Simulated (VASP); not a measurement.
Here is a VASP 6.6.1 calculation.

File INCAR:

```
ALGO = Normal
EDIFF = 1E-6
EDIFFG = -0.01
ENCUT = 600
GGA = PE
IBRION = 2
ISIF = 3
ISMEAR = 0
LASPH = True
LCHARG = False
LREAL = False
LWAVE = False
NELM = 60
NSW = 65
PREC = Accurate
SIGMA = 0.02
```

Contents of KPOINTS:

```
k-points
0
Gamma
  9 9 3
```

File POSCAR:

```
BaS
1.0
    4.5460010326      0.0000000000      0.0000000000
   -2.2730005163      3.9369523798      0.0000000000
    0.0000000000      0.0000000000     14.8471725005
Ba S
4 4
Direct
    0.0000000000      0.0000000000      0.0000000000
    0.3333333333      0.6666666667      0.2500000000
    0.0000000000      0.0000000000      0.5000000000
    0.6666666667      0.3333333333      0.7500000000
    0.6666666667      0.3333333333      0.1250000000
    0.6666666667      0.3333333333      0.3750000000
    0.3333333333      0.6666666667      0.6250000000
    0.3333333333      0.6666666667      0.8750000000
```

Potentials or basis: VASP PAW PBE potentials, release 64 (Ba_sv, S).

Launch:

```console
$ cat potpaw_PBE.64/Ba_sv/POTCAR potpaw_PBE.64/S/POTCAR > POTCAR
$ mpirun -np 1 vasp_std > vasp.out
```

Task: Estimate the relaxed cell.

Result: a = 4.498 Å, b = 4.498 Å, c = 15.268 Å, α = 90.00°, β = 90.00°, γ = 120.00°.

Task: Estimate the band gap on the k mesh.

Result: 2.08 eV (least direct gap 2.29 eV).

Final structure:
```
Ba S
1.0
     4.49798    0.00000    0.00000
    -2.24899    3.89536    0.00000
     0.00000    0.00000   15.26833
Ba S
4 4
Direct
  0.00000 0.00000 0.00000
  0.33333 0.66667 0.25000
  0.00000 0.00000 0.50000
  0.66667 0.33333 0.75000
  0.66667 0.33333 0.12361
  0.66667 0.33333 0.37639
  0.33333 0.66667 0.62361
  0.33333 0.66667 0.87639
```

Caveat: spin-orbit coupling is left out, which moves the levels of the heavy elements. A k mesh can miss the band edges.
